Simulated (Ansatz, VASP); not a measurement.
## Ga2PN: VASP beside Ansatz

```
Ga P N
1.0
     3.56403    0.00000    0.00000
     0.00000    3.56403    0.00000
     0.00000    0.00000    5.02360
Ga P N
2 1 1
Direct
  0.00000 0.50000 0.79219
  0.50000 0.00000 0.20781
  0.50000 0.50000 0.50000
  0.00000 0.00000 0.00000
```

Change from the starting cell: the structure that the rattled cell fell into.

Alike in both runs: functional PBE; k mesh 6 × 6 × 4; occupations gaussian, width 0.1 eV; no spin polarisation.

Ansatz relaxed the structure, and its values are those at the end. VASP's run is a single point on that final structure, the one shown.

|  | VASP | Ansatz |
| --- | --- | --- |
| version | VASP 6.6.1 | Ansatz 0.2.0 |
| potentials or method | VASP PAW PBE potentials, release 64 (Ga_d, P, N), cutoff 600 eV | scalar-relativistic, plane waves, PAW |
| valence electrons in the cell | 36 | 36 |

```tsv
	VASP	Ansatz	Ansatz less VASP
gap on the k mesh at the Fermi level (eV)	none	none	-
pressure (GPa)	0.0	0.1	+0.06
rms of the force components (eV/Å)	0.015	0.001	-0.0140
```

A gap of «none» marks a metal or a gap that the smearing closes. The functional is the same, so the differences come from potentials, cutoffs and numerics.
